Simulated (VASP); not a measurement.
# Mg3ZrN (P4/mmm) in VASP: notebook

Runs on Mg3ZrN. Level: PBE. Tasks: single point, relaxation of cell and atoms.

All numbers are computed with VASP 6.6.1; they aren't measurements. Logs are shortened: lines on timing, memory, paths and dates and some standing lists are left out, and cuts for length are marked.

**1. The cell of the first run**

Symmetry: P4/mmm, No. 123, tetragonal system. The conventional cell has a = 3.388 Å, b = 3.388 Å, c = 6.702 Å, α = 90.00°, β = 90.00°, γ = 90.00°. Mg (site symmetry 4/mmm) has 12 Mg at 2.80 to 3.39 Å and 2 N at 3.35 Å within 3.7 Å. Within 2.5 Å of Mg (site symmetry 4mm) lie 1 Zr at 1.90 Å. Within 2.5 Å of Zr (site symmetry 4/mmm) lie 2 Mg at 1.90 Å and 4 N at 2.40 Å. Within 3.2 Å of N (site symmetry 4/mmm) lie 4 Zr at 2.40 Å and 8 Mg at 3.06 Å.

**2. Single point, PBE**

Contents of INCAR:

```
SYSTEM = Mg3ZrN
ALGO = Normal ; EDIFF = 1E-6
ENCUT = 520 ; GGA = PE
ISIF = 2 ; ISMEAR = 0
LASPH = .True. ; LCHARG = .False.
LREAL = .False. ; LWAVE = .False.
NBANDS = 20 ; NELM = 100
PREC = Accurate ; SIGMA = 0.1
```

Contents of KPOINTS:

```
k-points
0
Gamma
  6 6 4
  0 0 0
```

Contents of POSCAR:

```
Mg3ZrN
1.0
    3.3875744600      0.0000000000      0.0000000000
    0.0000000000      3.3875744600      0.0000000000
    0.0000000000      0.0000000000      6.7021282300
Mg Zr N
3 1 1
Direct
    0.0000000000      0.0000000000      0.0000000000
    0.5000000000      0.5000000000      0.2167410200
    0.5000000000      0.5000000000      0.7832589800
    0.5000000000      0.5000000000      0.5000000000
    0.0000000000      0.0000000000      0.5000000000
```

Potentials or basis: VASP PAW PBE potentials, release 64 (Mg, Zr_sv, N).

Launch:

```
$ cat potpaw_PBE.64/Mg/POTCAR potpaw_PBE.64/Zr_sv/POTCAR potpaw_PBE.64/N/POTCAR > POTCAR
$ mpirun -np 1 vasp_std > vasp.out
```

OUTCAR:

```text
SYSTEM = Mg3ZrN
   EDIFF = 1E-6
   ENCUT = 520
   GGA = PE
   ISIF = 2
   ISMEAR = 0
   LASPH = .True.
   LREAL = .False.
   NELM = 100
   PREC = Accurate

 ion  position               nearest neighbor table
   1  0.000  0.000  0.000-   2 2.80   3 2.80   2 2.80   3 2.80   2 2.80   3 2.80   2 2.80   3 2.80

   2  0.500  0.500  0.217-   4 1.90   1 2.80   1 2.80   1 2.80   1 2.80   3 2.91
   3  0.500  0.500  0.783-   4 1.90   1 2.80   1 2.80   1 2.80   1 2.80   2 2.91
   4  0.500  0.500  0.500-   2 1.90   3 1.90   5 2.40   5 2.40   5 2.40   5 2.40
   5  0.000  0.000  0.500-   4 2.40   4 2.40   4 2.40   4 2.40

  LATTYP: Found a simple tetragonal cell.
 ALAT       =     3.3875744600
 C/A-ratio  =     1.9784445506

  Lattice vectors:

 A1 = (   3.3875744600,   0.0000000000,   0.0000000000)
 A2 = (   0.0000000000,   3.3875744600,   0.0000000000)
 A3 = (   0.0000000000,   0.0000000000,   6.7021282300)

Analysis of symmetry for initial positions (statically):
=====================================================================
 Subroutine PRICEL returns:
 Original cell was already a primitive cell.

 Routine SETGRP: Setting up the symmetry group for a
 simple tetragonal supercell.

 Subroutine GETGRP returns: Found 16 space group operations
 (whereof 16 operations were pure point group operations)
 out of a pool of 16 trial point group operations.

The static configuration has the point symmetry D_4h.

Analysis of symmetry for dynamics (positions and initial velocities):
=====================================================================
 Subroutine PRICEL returns:
 Original cell was already a primitive cell.

 Routine SETGRP: Setting up the symmetry group for a
 simple tetragonal supercell.

 Subroutine GETGRP returns: Found 16 space group operations
 (whereof 16 operations were pure point group operations)
 out of a pool of 16 trial point group operations.

The dynamic configuration has the point symmetry D_4h.

 Subroutine INISYM returns: Found 16 space group operations
 (whereof 16 operations are pure point group operations),
 and found     1 'primitive' translations

----------------------------------------------------------------------------------------

                                     Primitive cell

  volume of cell :      76.9113

  direct lattice vectors                    reciprocal lattice vectors
[... 88 lines left out ...]
   LNONCOLLINEAR =      F non collinear calculations
   LSORBIT =      F    spin-orbit coupling
   LASPH  =      T    aspherical Exc in radial PAW
   ENCUT  =  520.0 eV  38.22 Ry    6.18 a.u.   6.30  6.30 12.46*2*pi/ulx,y,z
   NELM   =    100;   NELMIN=  2; NELMDL= -5     # of ELM steps
   EDIFF  = 0.1E-05   stopping-criterion for ELM
   LREAL  =      F    real-space projection
   EDIFFG = 0.1E-04   stopping-criterion for IOM
   NSW    =      0    number of steps for IOM
   IBRION =     -1    ionic relax: 0-MD 1-quasi-New 2-CG
   NFREE  =      0    steps in history (QN), initial steepest desc. (CG)
   ISIF   =      2    stress and relaxation
   ISYM   =      2    0-nonsym 1-usesym 2-fastsym
   POTIM  = 0.5000    time-step for ionic-motion
   TEBEG  =    0.0;   TEEND  =   0.0 temperature during run
   PSTRESS=    0.0 pullay stress
   NELECT =      23.0000    total number of electrons
   NUPDOWN=      -1.0000    fix difference up-down
   EMIN   =  10.00;   EMAX   =-10.00  energy-range for DOS
   EFERMI =   0.00;   METHOD = LEGACY
   ISMEAR =     0;   SIGMA  =   0.10  broadening in eV -4-tet -1-fermi 0-gaus
   EFERMI_NEDOS =   21; number of points for ismear=-14 and -15
   IALGO  =     38    algorithm
   IMIX   =      4    mixing-type and parameters
     AMIX     =   0.40;   BMIX     =  1.00
     AMIX_MAG =   1.60;   BMIX_MAG =  1.00
  volume/ion in A,a.u.               =      15.38       103.80
  Fermi-wavevector in a.u.,A,eV,Ry     =   1.094764  2.068805 16.306704  1.198509
  Thomas-Fermi vector in A             =   2.231075
   LORBIT       =      0    0 simple, 1 ext, 2 COOP (PROOUT), +10 PAW based schemes
   GGA     = PE    functional components
   LHFCALC =     F    Hartree Fock is set to
   AEXX    =    0.0000 exact exchange contribution
   IVDW    =     0    specifies the selected vdW correction
   LEPSILON=     F    determine dielectric tensor
   LRPA    =     F    only Hartree local field effects (RPA)
 non-spin polarized calculation
 Gauss-broadening in eV      SIGMA  =   0.10
  energy-cutoff  :      520.00
  volume of cell :       76.91
 maximum number of plane-waves:      2088
 NGX is ok and might be reduce to    28
   NGX = 13   NGY = 13   NGZ = 25

 number of electron      22.9999997 magnetization

 Free energy of the ion-electron system (eV)
  ---------------------------------------------------
  ext. energy  EPLUGINS =         0.00000000
  ---------------------------------------------------
  free energy    TOTEN  =       -10.58255457 eV

  energy without entropy =      -10.56833726  energy(sigma->0) =      -10.57544592

 E-fermi :   6.2028     XC(G=0): -10.2970

 val. band max:        6.1676163299   @ k =   0.3333   0.3333   0.0000
 cond. band min:       6.2246256075   @ k =   0.0000   0.0000   0.0000
 fundamental gap:      0.0570092776
 Fermi energy:         6.2028288778

 k-point     1 :       0.0000    0.0000    0.0000
  band No.  band energies     occupation
      1     -43.1170      2.00000
      2     -22.2494      2.00000
      3     -20.7846      2.00000
      4     -20.7846      2.00000
      5      -7.9820      2.00000
      6      -0.9114      2.00000
[... 541 lines left out ...]
     19      13.4707      0.00000
     20      13.4759      0.00000

 [... further k-points ...]
[... 5 lines left out ...]
  --------------------------------------------------------------------------------------
  -------------------------------------------------------------------------------------
  Total       -5.2385780     -5.2385780     61.1134647      0.0000000      0.0000000      0.0000000
  in kB     -109.1273394   -109.1273394   1273.0839868      0.0000000      0.0000000      0.0000000
  external PRESSURE =     351.6097693 kB  Pullay stress =       0.0000000 kB

 VOLUME and BASIS-vectors are now :
 -----------------------------------------------------------------------------
  energy-cutoff  :      520.00
  volume of cell :       76.91
      direct lattice vectors                 reciprocal lattice vectors
     3.387574460  0.000000000  0.000000000     0.295196463  0.000000000  0.000000000
     0.000000000  3.387574460  0.000000000     0.000000000  0.295196463  0.000000000
     0.000000000  0.000000000  6.702128230     0.000000000  0.000000000  0.149206337

 POSITION                                       TOTAL-FORCE (eV/Angst)
 -----------------------------------------------------------------------------------
      0.00000      0.00000      0.00000         0.000000     -0.000000     -0.000000
      1.69379      1.69379      1.45263         0.000000      0.000000    -13.731345
      1.69379      1.69379      5.24950         0.000000     -0.000000     13.731345
      1.69379      1.69379      3.35106         0.000000     -0.000000     -0.000000
      0.00000      0.00000      3.35106         0.000000     -0.000000     -0.000000
 -----------------------------------------------------------------------------------
    total drift:                                0.000000      0.000000      0.000000

  FREE ENERGIE OF THE ION-ELECTRON SYSTEM (eV)
  ---------------------------------------------------
  free  energy   TOTEN  =       -10.5825545714 eV

  energy  without entropy=      -10.5683372632  energy(sigma->0) =      -10.57544592
```

Wall time 52 s (1 thread of Intel Xeon Platinum 8259CL at 2.50GHz (Skylake/Cascade Lake), shared host); peak memory 0.21 GiB.

What came out:

```
Free energy   : -10.5826 eV
Pressure      : 35.2 GPa
Largest force : 13.731 eV/Å
```

Forces in eV/Å, atoms in the order of the input:
```
Mg    0.000   0.000   0.000
Mg    0.000   0.000 -13.731
Mg    0.000   0.000  13.731
Zr    0.000   0.000   0.000
N     0.000   0.000   0.000
```

Stress tensor (GPa, compression positive):
```
-10.91   0.00   0.00
  0.00 -10.91   0.00
  0.00   0.00 127.31
```

Caveat: forces of over 1 eV/Å act on the atoms, so gaps and moduli don't describe the material at rest.

**3. Single point, PBE**

This run uses another cell than the first one, of 21.79 Å³/atom, 1.417 times its volume.

Contents of INCAR:

```
SYSTEM = Mg3ZrN
  ALGO = Normal
  EDIFF = 1E-7
  ENCUT = 520
  GGA = PE
  ISIF = 2
  ISMEAR = 0
  LASPH = .TRUE.
  LCHARG = .FALSE.
  LREAL = .FALSE.
  LWAVE = .FALSE.
  NBANDS = 20
  NELM = 80
  PREC = Accurate
  SIGMA = 0.1
```

Contents of KPOINTS:

```
k-points
0
G
  6 6 4
  0 0 0
```

Contents of POSCAR:

```
Mg3ZrN
1.0
    3.0894696616      0.0000000000      0.0000000000
    0.0000000000      3.0894696616      0.0000000000
    0.0000000000      0.0000000000     11.4142942638
Mg Zr N
3 1 1
Direct
    0.0000000000      0.0000000000      0.0000000000
    0.5000000000      0.5000000000      0.2153948004
    0.5000000000      0.5000000000      0.7846051996
    0.5000000000      0.5000000000      0.5000000000
    0.0000000000      0.0000000000      0.5000000000
```

Potentials or basis: VASP PAW PBE potentials, release 64 (Mg, Zr_sv, N).

Launch:

```
$ cat potpaw_PBE.64/Mg/POTCAR potpaw_PBE.64/Zr_sv/POTCAR potpaw_PBE.64/N/POTCAR > POTCAR
$ mpirun -np 1 vasp_std > vasp.out
```

Run time: 65 s. Hardware: 1 thread of Intel Xeon Platinum 8259CL at 2.50GHz (Skylake/Cascade Lake), shared host; peak memory 0.25 GiB.

The run converged. Its results:

| Quantity | Value |
| --- | --- |
| Free energy | -22.9585 eV |
| Pressure | 0.2 GPa |
| Largest force | 0.041 eV/Å |

Forces on the atoms (eV/Å):
```
Mg   0.000  0.000  0.000
Mg   0.000  0.000 -0.041
Mg   0.000  0.000  0.041
Zr   0.000  0.000  0.000
N    0.000  0.000  0.000
```

Stress tensor (GPa, compression positive):
```
0.31 0.00 0.00
0.00 0.31 0.00
0.00 0.00 0.05
```

Levels at points of the mesh, in eV from the Fermi level:
```tsv
k point	band 7	band 8	band 9	band 10	band 11	band 12	band 13	band 14	band 15	band 16
(0.00, 0.00, 0.00)	-5.19	-3.41	-3.09	-1.58	-1.48	-1.48	0.41	0.60	2.84	2.84
(0.50, 0.00, 0.00)	-4.68	-4.24	-2.70	-2.51	-1.15	-1.01	-0.70	1.14	2.24	3.29
(0.50, 0.50, 0.00)	-2.38	-1.94	-0.25	-0.25	0.66	0.66	0.85	1.82	1.97	2.33
(0.00, 0.00, 0.50)	-5.12	-3.96	-1.82	-1.58	-1.50	-1.48	-1.48	2.84	2.84	2.98
(0.50, 0.00, 0.50)	-4.68	-4.25	-2.65	-2.42	-1.59	-1.24	0.46	0.73	1.69	3.11
(0.50, 0.50, 0.50)	-2.38	-1.94	-0.29	-0.29	0.80	0.80	0.93	1.59	2.00	2.00
```

(Continued in part 2 of 2.)
